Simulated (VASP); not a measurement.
# Si (Fddd) in VASP: notebook

The runs below take Si through single point, with LDA.

Program: VASP 6.6.1. These are calculated values, not measurements. Logs are shortened: lines on timing, memory, paths and dates and some standing lists are left out, and cuts for length are marked.

**1. The cell of the first run**

The structure is orthorhombic, space group Fddd (No. 70). The conventional cell has a = 2.611 Å, b = 6.604 Å, c = 6.873 Å, α = 90.00°, β = 90.00°, γ = 90.00°. Si (site symmetry 222) has 10 Si at 2.47 to 3.08 Å within 3.3 Å.

**2. Single point, LDA (strain -0.0400 x Voigt [0, 0, 0, 0, 0, 1])**

Contents of INCAR:

```
  ALGO = Normal
  EDIFF = 1E-6
  ENCUT = 520
  GGA = CA
  ISIF = 2
  ISMEAR = 0
  LASPH = True
  LCHARG = False
  LREAL = False
  LWAVE = False
  NBANDS = 11
  NELM = 100
  PREC = Accurate
  SIGMA = 0.15
```

Contents of KPOINTS:

```
k-points
0
Gamma
  26 26 26
```

Contents of POSCAR:

```
Si
1.0
   -2.4300637654      2.4300637654      1.3052992317
    2.4300637654     -2.4300637654      1.3052992317
    2.3347671472      2.3347671472     -1.3052992317
Si
2
Direct
    0.2500000000      0.7500000000      0.5000000000
    0.5000000000      0.5000000000      0.0000000000
```

Potentials or basis: VASP PAW LDA potentials, release 64 (Si).

Started as:

```
> cat potpaw_LDA.64/Si/POTCAR > POTCAR
> mpirun -np 1 vasp_std > vasp.out
```

OUTCAR:

```text
EDIFF = 1E-6
   ENCUT = 520
   GGA = CA
   ISIF = 2
   ISMEAR = 0
   LASPH = True
   LREAL = False
   NELM = 100
   PREC = Accurate

 ion  position               nearest neighbor table
   1  0.250  0.750  0.500-   2 2.47   2 2.47   2 2.47   2 2.47   2 3.08   2 3.08   2 3.08   2 3.08

   2  0.500  0.500  0.000-   1 2.47   1 2.47   1 2.47   1 2.47   1 3.08   1 3.08   1 3.08   1 3.08

  LATTYP: Found a face centered orthorhombic cell.
 ALAT       =     2.6105984634
 B/A-ratio  =     2.5295804091
 C/A-ratio  =     2.6328285890

  Lattice vectors:

 A1 = (  -0.0952966182,   4.7648309126,  -0.0000000000)
 A2 = (  -2.4300637654,   2.4300637654,   1.3052992317)
 A3 = (   2.3347671472,   2.3347671472,   1.3052992317)

Analysis of symmetry for initial positions (statically):
=====================================================================
 Subroutine PRICEL returns:
 Original cell was already a primitive cell.

 Routine SETGRP: Setting up the symmetry group for a
 face centered orthorhombic supercell.

 Subroutine GETGRP returns: Found  8 space group operations
 (whereof  4 operations were pure point group operations)
 out of a pool of  8 trial point group operations.

The static configuration has the point symmetry D_2 .
 The point group associated with its full space group is D_2h.

Analysis of symmetry for dynamics (positions and initial velocities):
=====================================================================
 Subroutine PRICEL returns:
 Original cell was already a primitive cell.

 Routine SETGRP: Setting up the symmetry group for a
 face centered orthorhombic supercell.

 Subroutine GETGRP returns: Found  8 space group operations
 (whereof  4 operations were pure point group operations)
 out of a pool of  8 trial point group operations.

The dynamic configuration has the point symmetry D_2 .
 The point group associated with its full space group is D_2h.

 Subroutine INISYM returns: Found  8 space group operations
 (whereof  4 operations are pure point group operations),
 and found     1 'primitive' translations

----------------------------------------------------------------------------------------

                                     Primitive cell

  volume of cell :      29.6232

  direct lattice vectors                    reciprocal lattice vectors
    -2.430063765  2.430063765  1.305299232     0.004199100  0.209955018  0.383053930
     2.430063765 -2.430063765  1.305299232     0.209955018  0.004199100  0.383053930
     2.334767147  2.334767147 -1.305299232     0.214154118  0.214154118  0.000000000

  length of vectors
     3.676170003  3.676170003  3.550504379     0.436839851  0.436839851  0.302859659

  position of ions in fractional coordinates (direct lattice)
     0.250000000  0.750000000  0.500000000
     0.500000000  0.500000000  0.000000000

  ion indices of the primitive-cell ions
   primitive index   ion index
                 1           1
                 2           2

----------------------------------------------------------------------------------------

 KPOINTS: k-points

Automatic generation of k-mesh.
 Grid dimensions read from file:
 generate k-points for:   26   26   26

 Generating k-lattice:

  Cartesian coordinates                     Fractional coordinates (reciprocal lattice)
     0.000161504  0.008075193  0.014732843     0.038461538  0.000000000  0.000000000
     0.008075193  0.000161504  0.014732843     0.000000000  0.038461538  0.000000000
     0.008236697  0.008236697  0.000000000     0.000000000  0.000000000  0.038461538

  Length of vectors
     0.016801533  0.016801533  0.011648448

  Shift w.r.t. Gamma in fractional coordinates (k-lattice)
     0.000000000  0.000000000  0.000000000

 Subroutine IBZKPT returns following result:
 ===========================================

 Found   2471 irreducible k-points:

 Following reciprocal coordinates:
            Coordinates               Weight
  0.000000  0.000000  0.000000      1.000000
  0.038462  0.000000 -0.000000      8.000000
  0.076923  0.000000 -0.000000      8.000000
  0.115385 -0.000000  0.000000      8.000000
  0.153846  0.000000 -0.000000      8.000000
  0.192308  0.000000 -0.000000      8.000000
[... 16 lines left out ...]
  0.346154  0.038462  0.000000      8.000000
  0.384615  0.038462  0.000000      8.000000
 [... further k-points ...]
   k-points           NKPTS =   2471   k-points in BZ     NKDIM =   2471   number of bands    NBANDS=     11
   number of dos      NEDOS =    301   number of ions     NIONS =      2
   total plane-waves  NPLWV =  21952
   dimension x,y,z NGX =    28 NGY =   28 NGZ =   28
   dimension x,y,z NGXF=    56 NGYF=   56 NGZF=   56
   ions per type =               2
   NGX,Y,Z   is equivalent  to a cutoff of  12.66, 12.66, 13.11 a.u.
   NGXF,Y,Z  is equivalent  to a cutoff of  25.32, 25.32, 26.22 a.u.
 SYSTEM =  unknown system
   PREC   = accura    normal or accurate (medium, high low for compatibility)
   ISTART =      0    job   : 0-new  1-cont  2-samecut
   ICHARG =      2    charge: 1-file 2-atom 10-const
   ISPIN  =      1    spin polarized calculation?
   LNONCOLLINEAR =      F non collinear calculations
   LSORBIT =      F    spin-orbit coupling
   LASPH  =      T    aspherical Exc in radial PAW
   ENCUT  =  520.0 eV  38.22 Ry    6.18 a.u.   6.84  6.84  6.60*2*pi/ulx,y,z
   NELM   =    100;   NELMIN=  2; NELMDL= -5     # of ELM steps
   EDIFF  = 0.1E-05   stopping-criterion for ELM
   LREAL  =      F    real-space projection
   EDIFFG = 0.1E-04   stopping-criterion for IOM
   NSW    =      0    number of steps for IOM
   IBRION =     -1    ionic relax: 0-MD 1-quasi-New 2-CG
   NFREE  =      0    steps in history (QN), initial steepest desc. (CG)
   ISIF   =      2    stress and relaxation
   ISYM   =      2    0-nonsym 1-usesym 2-fastsym
   POTIM  = 0.5000    time-step for ionic-motion
   TEBEG  =    0.0;   TEEND  =   0.0 temperature during run
   PSTRESS=    0.0 pullay stress
   NELECT =       8.0000    total number of electrons
   NUPDOWN=      -1.0000    fix difference up-down
   EMIN   =  10.00;   EMAX   =-10.00  energy-range for DOS
   EFERMI =   0.00;   METHOD = LEGACY
   ISMEAR =     0;   SIGMA  =   0.15  broadening in eV -4-tet -1-fermi 0-gaus
   EFERMI_NEDOS =   21; number of points for ismear=-14 and -15
   IALGO  =     38    algorithm
   IMIX   =      4    mixing-type and parameters
     AMIX     =   0.40;   BMIX     =  1.00
     AMIX_MAG =   1.60;   BMIX_MAG =  1.00
  volume/ion in A,a.u.               =      14.81        99.95
  Fermi-wavevector in a.u.,A,eV,Ry     =   1.058184  1.999677 15.235160  1.119753
  Thomas-Fermi vector in A             =   2.193484
   LORBIT       =      0    0 simple, 1 ext, 2 COOP (PROOUT), +10 PAW based schemes
   GGA     = CA    functional components
   LHFCALC =     F    Hartree Fock is set to
   AEXX    =    0.0000 exact exchange contribution
   IVDW    =     0    specifies the selected vdW correction
   LEPSILON=     F    determine dielectric tensor
   LRPA    =     F    only Hartree local field effects (RPA)
 non-spin polarized calculation
 Gauss-broadening in eV      SIGMA  =   0.15
  energy-cutoff  :      520.00
  volume of cell :       29.62
 maximum number of plane-waves:       819
   NGX = 13   NGY = 13   NGZ = 13

 number of electron       8.0000000 magnetization

 Free energy of the ion-electron system (eV)
  ---------------------------------------------------
  ext. energy  EPLUGINS =         0.00000000
  ---------------------------------------------------
  free energy    TOTEN  =       -11.49449555 eV

  energy without entropy =      -11.48670225  energy(sigma->0) =      -11.49059890

 E-fermi :   9.4628     XC(G=0): -11.1040

 val. band max:        9.4613698285   @ k =   0.4231   0.3077   0.0769
 cond. band min:       9.4658998652   @ k =   0.0000   0.0000   0.5000
 fundamental gap:      0.0045300367
 Fermi energy:         9.4627501454

 k-point     1 :       0.0000    0.0000    0.0000
  band No.  band energies     occupation
      1      -4.4633      2.00000
      2       6.4928      2.00000
      3       7.3259      2.00000
      4       7.3471      2.00000
      5      11.0274      0.00000
      6      17.1768      0.00000
      7      18.3231      0.00000
      8      18.5649      0.00000
      9      19.0462      0.00000
     10      19.6934      0.00000
     11      20.2717      0.00000

 k-point     2 :       0.0385    0.0000   -0.0000
  band No.  band energies     occupation
      1      -4.4228      2.00000
      2       6.3794      2.00000
      3       7.1394      2.00000
      4       7.6946      2.00000
      5      11.1240      0.00000
      6      16.8894      0.00000
      7      18.1711      0.00000
      8      18.3377      0.00000
      9      18.5701      0.00000
     10      19.9617      0.00000
     11      20.4828      0.00000

 k-point     3 :       0.0769    0.0000   -0.0000
  band No.  band energies     occupation
      1      -4.3010      2.00000
      2       6.1536      2.00000
      3       7.0266      2.00000
      4       8.1840      2.00000
      5      11.4028      0.00000
      6      16.2248      0.00000
      7      17.0274      0.00000
      8      18.1375      0.00000
      9      18.3356      0.00000
     10      19.5002      0.00000
     11      21.2932      0.00000
[... 267 lines left out ...]
 k-point    23 :       0.3462    0.0385    0.0000
  band No.  band energies     occupation
      1      -0.6174      2.00000
      2       5.7424      2.00000
      3       6.8051      2.00000
      4       7.5018      2.00000
      5       9.3006      1.87376
      6      11.6867      0.00000
      7      13.9339      0.00000
      8      14.7879      0.00000
      9      16.0471      0.00000
     10      18.0530      0.00000
     11      22.1019      0.00000

 k-point    24 :       0.3846    0.0385    0.0000
  band No.  band energies     occupation
      1       0.1867      2.00000
      2       4.6874      2.00000
      3       6.9710      2.00000
      4       7.6075      2.00000
      5       8.7019      2.00000
      6      11.1419      0.00000
      7      13.9466      0.00000
      8      15.1192      0.00000
      9      16.3999      0.00000
     10      19.1871      0.00000
     11      22.5689      0.00000

 [... further k-points ...]

------------------------ aborting loop because EDIFF is reached ----------------------------------------

  FORCE on cell =-STRESS in cart. coord.  units (eV):
  Direction    XX          YY          ZZ          XY          YZ          ZX
  --------------------------------------------------------------------------------------
  -------------------------------------------------------------------------------------
  Total       -0.0002530     -0.0002530      0.0162764      0.6097509      0.0000000      0.0000000
  in kB       -0.0136829     -0.0136829      0.8803136     32.9785617      0.0000000      0.0000000
  external PRESSURE =       0.2843160 kB  Pullay stress =       0.0000000 kB

 VOLUME and BASIS-vectors are now :
 -----------------------------------------------------------------------------
  energy-cutoff  :      520.00
  volume of cell :       29.62
      direct lattice vectors                 reciprocal lattice vectors
    -2.430063765  2.430063765  1.305299232     0.004199100  0.209955018  0.383053930
     2.430063765 -2.430063765  1.305299232     0.209955018  0.004199100  0.383053930
     2.334767147  2.334767147 -1.305299232     0.214154118  0.214154118  0.000000000

 POSITION                                       TOTAL-FORCE (eV/Angst)
 -----------------------------------------------------------------------------------
      2.38242     -0.04765      0.65265         0.000000      0.000000      0.000000
      0.00000      0.00000      1.30530        -0.000000     -0.000000     -0.000000
 -----------------------------------------------------------------------------------
    total drift:                                0.000000      0.000000      0.000000

  FREE ENERGIE OF THE ION-ELECTRON SYSTEM (eV)
  ---------------------------------------------------
  free  energy   TOTEN  =       -11.4944955521 eV

  energy  without entropy=      -11.4867022539  energy(sigma->0) =      -11.49059890
```

Run time: 12 min. Hardware: 1 thread of Intel Xeon Platinum 8259CL at 2.50GHz (Skylake/Cascade Lake), shared host; peak memory 0.67 GiB.

Results:

```
Free energy            : -11.4945 eV
Pressure               : 0.0 GPa
Band gap on the k mesh : zero (bands 4 and 5 overlap by 6.62 eV)
```

Levels at points of the mesh, in eV from the Fermi level:
```
           k point  band 1  band 2  band 3  band 4  band 5  band 6  band 7  band 8
(0.00, 0.00, 0.00)  -13.93   -2.97   -2.14   -2.12    1.56    7.71    8.86    9.10
(0.50, 0.00, 0.00)   -7.57   -6.82   -2.24   -1.60   -1.49    1.12    4.57    5.53
(0.50, 0.50, 0.00)  -10.92  -10.92    0.60    0.60    2.88    2.88    8.73    8.73
(0.00, 0.00, 0.50)  -10.68  -10.68    0.00    0.00    2.15    2.15    8.52    8.52
(0.50, 0.50, 0.50)   -8.39   -8.39   -6.90   -6.90    6.05    6.05   12.89   12.89
```

Caveat: the cell differs from its parent crystal (strain -0.0400 x Voigt [0, 0, 0, 0, 0, 1]).

**3. Single point, LDA (strain +0.0300 x Voigt [0, 0, 0, 0, 0, 1])**

Contents of INCAR:

```
PREC = Accurate
ENCUT = 520
EDIFF = 1E-6
ISMEAR = 0
SIGMA = 0.15
LREAL = False
LASPH = True
NELM = 80
ALGO = Normal
ISIF = 2
LWAVE = False
LCHARG = False
NBANDS = 11
```

Contents of KPOINTS:

```
Automatic mesh
0
Gamma
  26 26 26
```

Contents of POSCAR:

```
Si
1.0
   -2.3466792245      2.3466792245      1.3052992317
    2.3466792245     -2.3466792245      1.3052992317
    2.4181516881      2.4181516881     -1.3052992317
Si
2
Direct
    0.2500000000      0.7500000000      0.5000000000
    0.5000000000      0.5000000000      0.0000000000
```

Potentials or basis: VASP PAW LDA potentials, release 64 (Si).

Started as:

```
> cat potpaw_LDA.64/Si/POTCAR > POTCAR
> mpirun -np 1 vasp_std > vasp.out
```

Run time: 12 min. Hardware: 1 thread of Intel Xeon Platinum 8259CL at 2.50GHz (Skylake/Cascade Lake), shared host; peak memory 0.66 GiB.

It converged, with:

```yaml
Free_energy: -11.4998 eV
Pressure: 0.0 GPa
Band_gap_on_the_k_mesh: zero (bands 4 and 5 overlap by 6.63 eV)
```

Stress tensor (GPa, compression positive):
```
-0.07 -2.48  0.00
-2.48 -0.07  0.00
 0.00  0.00  0.21
```

Levels at points of the mesh, in eV from the Fermi level:
```
           k point  band 1  band 2  band 3  band 4  band 5  band 6  band 7  band 8
(0.00, 0.00, 0.00)  -13.93   -2.87   -2.23   -2.11    1.53    7.70    8.88    9.06
(0.50, 0.00, 0.00)   -7.57   -6.82   -2.21   -1.64   -1.48    1.11    4.56    5.52
(0.50, 0.50, 0.00)  -10.71  -10.71    0.07    0.07    2.23    2.23    8.55    8.55
(0.00, 0.00, 0.50)  -10.89  -10.89    0.52    0.52    2.79    2.79    8.70    8.70
(0.50, 0.50, 0.50)   -8.39   -8.39   -6.90   -6.90    6.05    6.05   12.94   12.94
```

Caveat: the cell differs from its parent crystal (strain +0.0300 x Voigt [0, 0, 0, 0, 0, 1]).

**4. Single point, LDA (strain -0.0200 x Voigt [0, 0, 0, 0, 0, 1])**

Contents of INCAR:

```
SYSTEM = Si
  ALGO = Normal
  EDIFF = 1E-6
  ENCUT = 520
  GGA = CA
  ISIF = 2
  ISMEAR = 0
  LASPH = .True.
  LCHARG = .False.
  LREAL = .False.
  LWAVE = .False.
  NBANDS = 11
  NELM = 100
  PREC = Accurate
  SIGMA = 0.15
```

Contents of KPOINTS:

```
k-points
0
Gamma
  26 26 26
  0 0 0
```

Contents of POSCAR:

```
Si
1.0
   -2.4062396109      2.4062396109      1.3052992317
    2.4062396109     -2.4062396109      1.3052992317
    2.3585913017      2.3585913017     -1.3052992317
Si
2
Direct
    0.2500000000      0.7500000000      0.5000000000
    0.5000000000      0.5000000000      0.0000000000
```

Started as:

```
> cat potpaw_LDA.64/Si/POTCAR > POTCAR
> mpirun -np 1 vasp_std > vasp.out
```

Wall time 4.8 min (1 thread of Intel Xeon Platinum 8559C (Emerald Rapids), shared host); peak memory 0.66 GiB.

The run converged. Its results:

```yaml
Free_energy: -11.5037 eV
Pressure: 0.0 GPa
Band_gap_on_the_k_mesh: zero (bands 4 and 5 overlap by 6.63 eV)
```

Stress tensor (GPa, compression positive):
```
-0.13  1.65  0.00
 1.65 -0.13  0.00
 0.00  0.00  0.31
```

Levels at points of the mesh, in eV from the Fermi level:
```csv
k point,band 1,band 2,band 3,band 4,band 5,band 6,band 7,band 8
"(0.00, 0.00, 0.00)",-13.93,-2.77,-2.34,-2.09,1.50,7.70,8.90,9.02
"(0.50, 0.00, 0.00)",-7.57,-6.83,-2.19,-1.67,-1.48,1.10,4.56,5.52
"(0.50, 0.50, 0.00)",-10.86,-10.86,0.44,0.44,2.69,2.69,8.68,8.68
"(0.00, 0.00, 0.50)",-10.74,-10.74,0.14,0.14,2.32,2.32,8.57,8.57
"(0.50, 0.50, 0.50)",-8.40,-8.40,-6.91,-6.91,6.05,6.05,12.97,12.97
```

Caveat: the cell differs from its parent crystal (strain -0.0200 x Voigt [0, 0, 0, 0, 0, 1]).

(Part 1 of 2 ends here.)
